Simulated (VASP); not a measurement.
# As in VASP: single point with PBE+D3(BJ)

Aim: the single point of As with PBE+D3(BJ).

Everything below comes from runs of VASP 6.6.1. Logs are shortened: lines on timing, memory, paths and dates and some standing lists are left out, and cuts for length are marked.

## Step 1: The cell of the first run

The cell holds a slab with vacuum, 4 atoms: a = 3.572 Å, b = 3.572 Å, c = 20.295 Å, α = 90.00°, β = 90.00°, γ = 120.00°.

## Step 2: Single point, PBE+D3(BJ) (layers slid over each other)

INCAR reads:

```
SYSTEM = As
PREC = Accurate ; ENCUT = 400
EDIFF = 1E-6 ; ISMEAR = 0
SIGMA = 0.05 ; LREAL = .False.
LASPH = .True. ; NELM = 120
ALGO = Normal ; ISIF = 2
LWAVE = .False. ; LCHARG = .False.
LDIPOL = .True. ; IDIPOL = 3
DIPOL = 0.5 0.5 0.371 ; GGA = PE
IVDW = 12 ; NBANDS = 38
GGA_COMPAT = .False. ; NELMDL = -8
```

KPOINTS reads:

```
Automatic mesh
0
Gamma
  9 9 1
  0 0 0
```

POSCAR reads:

```
As
1.0
    3.5716242608      0.0000000000      0.0000000000
   -1.7858121304      3.0931173426      0.0000000000
    0.0000000000      0.0000000000     20.2951239197
As
4
Direct
    0.3333333333      0.6666666667      0.2217281362
    0.6666666667      0.3333333333      0.2905900936
    0.6666666667      0.5000000000      0.4517125392
    0.3333333333      0.8333333333      0.5205744967
```

Potentials or basis: VASP PAW PBE potentials, release 64 (As_d).

The run is started by

```sh
$ cat potpaw_PBE.64/As_d/POTCAR > POTCAR
$ mpirun -np 1 vasp_std > vasp.out
```

OUTCAR:

```text
SYSTEM = As
   PREC = Accurate
   ENCUT = 400
   EDIFF = 1E-6
   ISMEAR = 0
   LREAL = .False.
   LASPH = .True.
   NELM = 120
   ISIF = 2
   GGA = PE
   IVDW = 12
   NELMDL = -8
 IVDW          = 12

 ion  position               nearest neighbor table
   1  0.333  0.667  0.222-   2 2.49   2 2.49   2 2.49
   2  0.667  0.333  0.291-   1 2.49   1 2.49   1 2.49
   3  0.667  0.500  0.452-   4 2.49   4 2.49   4 2.49
   4  0.333  0.833  0.521-   3 2.49   3 2.49   3 2.49

  LATTYP: Found a hexagonal cell.
 ALAT       =     3.5716242608
 C/A-ratio  =     5.6823233458

  Lattice vectors:

 A1 = (   3.5716242608,   0.0000000000,   0.0000000000)
 A2 = (  -1.7858121304,   3.0931173426,   0.0000000000)
 A3 = (   0.0000000000,   0.0000000000,  20.2951239197)

Analysis of symmetry for initial positions (statically):
=====================================================================
 Subroutine PRICEL returns:
 Original cell was already a primitive cell.

 Routine SETGRP: Setting up the symmetry group for a
 hexagonal supercell.

 Subroutine GETGRP returns: Found  2 space group operations
 (whereof  1 operations were pure point group operations)
 out of a pool of 24 trial point group operations.

The static configuration has the point symmetry C_1 .
 The point group associated with its full space group is C_2 .

Analysis of symmetry for dynamics (positions and initial velocities):
=====================================================================
 Subroutine PRICEL returns:
 Original cell was already a primitive cell.

 Routine SETGRP: Setting up the symmetry group for a
 hexagonal supercell.

 Subroutine GETGRP returns: Found  2 space group operations
 (whereof  1 operations were pure point group operations)
 out of a pool of 24 trial point group operations.

The dynamic configuration has the point symmetry C_1 .
 The point group associated with its full space group is C_2 .

 Subroutine INISYM returns: Found  2 space group operations
 (whereof  1 operations are pure point group operations),
 and found     1 'primitive' translations

----------------------------------------------------------------------------------------

                                     Primitive cell

  volume of cell :     224.2094

  direct lattice vectors                    reciprocal lattice vectors
     3.571624261  0.000000000  0.000000000     0.279984659  0.161649218  0.000000000
    -1.785812130  3.093117343  0.000000000     0.000000000  0.323298436  0.000000000
     0.000000000  0.000000000 20.295123920     0.000000000  0.000000000  0.049272919

  length of vectors
     3.571624261  3.571624261 20.295123920     0.323298436  0.323298436  0.049272919

  position of ions in fractional coordinates (direct lattice)
     0.333333333  0.666666667  0.221728136
     0.666666667  0.333333333  0.290590094
     0.666666667  0.500000000  0.451712539
     0.333333333  0.833333333  0.520574497

  ion indices of the primitive-cell ions
   primitive index   ion index
                 1           1
                 2           2
                 3           3
                 4           4

----------------------------------------------------------------------------------------

 KPOINTS: Automatic mesh

Automatic generation of k-mesh.
 Grid dimensions read from file:
 generate k-points for:    9    9    1

 Generating k-lattice:

  Cartesian coordinates                     Fractional coordinates (reciprocal lattice)
     0.031109407  0.017961024  0.000000000     0.111111111 -0.000000000  0.000000000
     0.000000000  0.035922048  0.000000000     0.000000000  0.111111111  0.000000000
     0.000000000  0.000000000  0.049272919     0.000000000  0.000000000  1.000000000

  Length of vectors
     0.035922048  0.035922048  0.049272919

  Shift w.r.t. Gamma in fractional coordinates (k-lattice)
     0.000000000  0.000000000  0.000000000

 Subroutine IBZKPT returns following result:
 ===========================================

 Found     25 irreducible k-points:

 Following reciprocal coordinates:
            Coordinates               Weight
  0.000000  0.000000  0.000000      1.000000
  0.111111  0.000000  0.000000      2.000000
  0.000000  0.111111  0.000000      4.000000
  0.222222  0.000000  0.000000      2.000000
  0.000000  0.222222  0.000000      4.000000
  0.333333  0.000000  0.000000      2.000000
[... 16 lines left out ...]
 -0.222222 -0.444444  0.000000      4.000000
  0.444444  0.333333  0.000000      4.000000
   k-points           NKPTS =     25   k-points in BZ     NKDIM =     25   number of bands    NBANDS=     38
   number of dos      NEDOS =    301   number of ions     NIONS =      4
   total plane-waves  NPLWV =  80640
   dimension x,y,z NGX =    24 NGY =   24 NGZ =  140
   dimension x,y,z NGXF=    48 NGYF=   48 NGZF=  280
   ions per type =               4
   NGX,Y,Z   is equivalent  to a cutoff of  11.17, 11.17, 11.47 a.u.
   NGXF,Y,Z  is equivalent  to a cutoff of  22.34, 22.34, 22.94 a.u.
 SYSTEM =  As
   PREC   = accura    normal or accurate (medium, high low for compatibility)
   ISTART =      0    job   : 0-new  1-cont  2-samecut
   ICHARG =      2    charge: 1-file 2-atom 10-const
   ISPIN  =      1    spin polarized calculation?
   LNONCOLLINEAR =      F non collinear calculations
   LSORBIT =      F    spin-orbit coupling
   LASPH  =      T    aspherical Exc in radial PAW
   ENCUT  =  400.0 eV  29.40 Ry    5.42 a.u.   5.82  5.82 33.10*2*pi/ulx,y,z
   NELM   =    120;   NELMIN=  2; NELMDL= -8     # of ELM steps
   EDIFF  = 0.1E-05   stopping-criterion for ELM
   LREAL  =      F    real-space projection
   EDIFFG = 0.1E-04   stopping-criterion for IOM
   NSW    =      0    number of steps for IOM
   IBRION =     -1    ionic relax: 0-MD 1-quasi-New 2-CG
   NFREE  =      0    steps in history (QN), initial steepest desc. (CG)
   ISIF   =      2    stress and relaxation
   ISYM   =      2    0-nonsym 1-usesym 2-fastsym
   POTIM  = 0.5000    time-step for ionic-motion
   TEBEG  =    0.0;   TEEND  =   0.0 temperature during run
   PSTRESS=    0.0 pullay stress
   NELECT =      60.0000    total number of electrons
   NUPDOWN=      -1.0000    fix difference up-down
   EMIN   =  10.00;   EMAX   =-10.00  energy-range for DOS
   EFERMI =   0.00;   METHOD = LEGACY
   ISMEAR =     0;   SIGMA  =   0.05  broadening in eV -4-tet -1-fermi 0-gaus
   EFERMI_NEDOS =   21; number of points for ismear=-14 and -15
   IALGO  =     38    algorithm
   IMIX   =      4    mixing-type and parameters
     AMIX     =   0.40;   BMIX     =  1.00
     AMIX_MAG =   1.60;   BMIX_MAG =  1.00
  volume/ion in A,a.u.               =      56.05       378.26
  Fermi-wavevector in a.u.,A,eV,Ry     =   1.054971  1.993607 15.142799  1.112964
  Thomas-Fermi vector in A             =   2.190152
   LORBIT       =      0    0 simple, 1 ext, 2 COOP (PROOUT), +10 PAW based schemes
   GGA     = PE    functional components
   LHFCALC =     F    Hartree Fock is set to
   AEXX    =    0.0000 exact exchange contribution
   IVDW    =    12    specifies the selected vdW correction
   LEPSILON=     F    determine dielectric tensor
   LRPA    =     F    only Hartree local field effects (RPA)
 non-spin polarized calculation
 Gauss-broadening in eV      SIGMA  =   0.05
  energy-cutoff  :      400.00
  volume of cell :      224.21
 maximum number of plane-waves:      4097
   NGX = 11   NGY = 11   NGZ = 67

 dipolmoment           0.000000      0.000000     -0.000002 electrons x Angstroem

 number of electron      60.0000033 magnetization

 dipolmoment           0.000000      0.000000      0.000004 electrons x Angstroem

 Free energy of the ion-electron system (eV)
  ---------------------------------------------------
  ext. energy  EPLUGINS =         0.00000000
  ---------------------------------------------------
  free energy    TOTEN  =       -18.55920100 eV

  energy without entropy =      -18.55920100  energy(sigma->0) =      -18.55920100

 E-fermi :  -1.5073     XC(G=0):  -4.9157

 val. band max:       -1.7801681891   @ k =   0.1111   0.1111   0.0000
 cond. band min:      -0.9888726136   @ k =   0.3333   0.0000   0.0000
 fundamental gap:      0.7912955756
 Fermi energy:        -1.5072910831

 k-point     1 :       0.0000    0.0000    0.0000
  band No.  band energies     occupation
      1     -37.3555      2.00000
      2     -37.3553      2.00000
      3     -37.3548      2.00000
      4     -37.3548      2.00000
      5     -37.3136      2.00000
      6     -37.3136      2.00000
[... 30 lines left out ...]
     37       2.6349      0.00000
     38       2.9259      0.00000

 k-point     2 :       0.1111    0.0000    0.0000
  band No.  band energies     occupation
      1     -37.3547      2.00000
      2     -37.3546      2.00000
      3     -37.3514      2.00000
      4     -37.3511      2.00000
      5     -37.3123      2.00000
      6     -37.3121      2.00000
[... 30 lines left out ...]
     37       2.8602      0.00000
     38       3.1344      0.00000

 k-point     3 :       0.0000    0.1111    0.0000
  band No.  band energies     occupation
      1     -37.3550      2.00000
      2     -37.3545      2.00000
      3     -37.3515      2.00000
      4     -37.3509      2.00000
      5     -37.3128      2.00000
      6     -37.3117      2.00000
[... 30 lines left out ...]
     37       2.8601      0.00000
     38       3.1350      0.00000

 k-point     4 :       0.2222    0.0000    0.0000
  band No.  band energies     occupation
      1     -37.3536      2.00000
      2     -37.3534      2.00000
      3     -37.3412      2.00000
      4     -37.3409      2.00000
      5     -37.3098      2.00000
      6     -37.3095      2.00000
[... 30 lines left out ...]
     37       3.3793      0.00000
     38       3.7328      0.00000
[... 703 lines left out ...]
      4     -37.3082      2.00000
      5     -37.2937      2.00000
      6     -37.2927      2.00000
[... 30 lines left out ...]
     37       5.0010      0.00000
     38       5.5678      0.00000

 k-point    23 :      -0.2222   -0.4444    0.0000
  band No.  band energies     occupation
      1     -37.3519      2.00000
      2     -37.3517      2.00000
      3     -37.3085      2.00000
      4     -37.3083      2.00000
      5     -37.2941      2.00000
      6     -37.2931      2.00000
[... 30 lines left out ...]
     37       5.0039      0.00000
     38       5.6776      0.00000

 k-point    24 :       0.4444    0.3333    0.0000
  band No.  band energies     occupation
      1     -37.3520      2.00000
      2     -37.3516      2.00000
      3     -37.3085      2.00000
      4     -37.3083      2.00000
      5     -37.2935      2.00000
      6     -37.2931      2.00000
[... 30 lines left out ...]
     37       5.0002      0.00000
     38       5.6143      0.00000

 [... further k-points ...]

------------------------ aborting loop because EDIFF is reached ----------------------------------------

 vacuum level on the upper side and lower side of the slab       (xc-potential included)        -0.136        -0.137

 Edisp (eV)   -1.08995

 E8    (eV) :    -0.4755

  FORCE on cell =-STRESS in cart. coord.  units (eV):
  Direction    XX          YY          ZZ          XY          YZ          ZX
  --------------------------------------------------------------------------------------
  -------------------------------------------------------------------------------------
  Total       0.11696     0.18777     0.90232    -0.06132     0.48385    -0.27935
  in kB       0.83579     1.34176     6.44790    -0.43818     3.45753    -1.99620
  external pressure =        2.88 kB  Pullay stress =        0.00 kB

 VOLUME and BASIS-vectors are now :
 -----------------------------------------------------------------------------
  energy-cutoff  :      400.00
  volume of cell :      224.21
      direct lattice vectors                 reciprocal lattice vectors
     3.571624261  0.000000000  0.000000000     0.279984659  0.161649218  0.000000000
    -1.785812130  3.093117343  0.000000000     0.000000000  0.323298436  0.000000000
     0.000000000  0.000000000 20.295123920     0.000000000  0.000000000  0.049272919

 POSITION                                       TOTAL-FORCE (eV/Angst)
 -----------------------------------------------------------------------------------
     -0.00000      2.06208      4.50000         0.018380     -0.035437     -0.072360
      1.78581      1.03104      5.89756         0.050074     -0.083129     -0.181149
      1.48818      1.54656      9.16756        -0.046955      0.084930      0.181149
     -0.29764      2.57760     10.56512        -0.021499      0.033636      0.072360
 -----------------------------------------------------------------------------------
    total drift:                               -0.000002     -0.000001      0.000546

  FREE ENERGIE OF THE ION-ELECTRON SYSTEM (eV)
  ---------------------------------------------------
  free  energy   TOTEN  =       -19.6491528953 eV

  energy  without entropy=      -19.6491528953  energy(sigma->0) =      -19.64915290

 vacuum level on the upper side and lower side of the slab         3.033         3.033
```

It took 2 min on 1 thread of Intel Xeon 6975P-C (Granite Rapids), shared host; peak memory 0.32 GiB.

Results:

* Free energy: -19.6492 eV
* Largest force: 0.206 eV/Å
* Band gap on the k mesh: 0.79 eV (least direct gap 1.34 eV)
* Dispersion energy per atom: -0.272 eV

Forces on the atoms (eV/Å):
```
As   0.018 -0.035 -0.072
As   0.050 -0.083 -0.181
As  -0.047  0.085  0.181
As  -0.021  0.034  0.072
```

Caveat: the cell differs from its parent crystal (layers slid over each other).
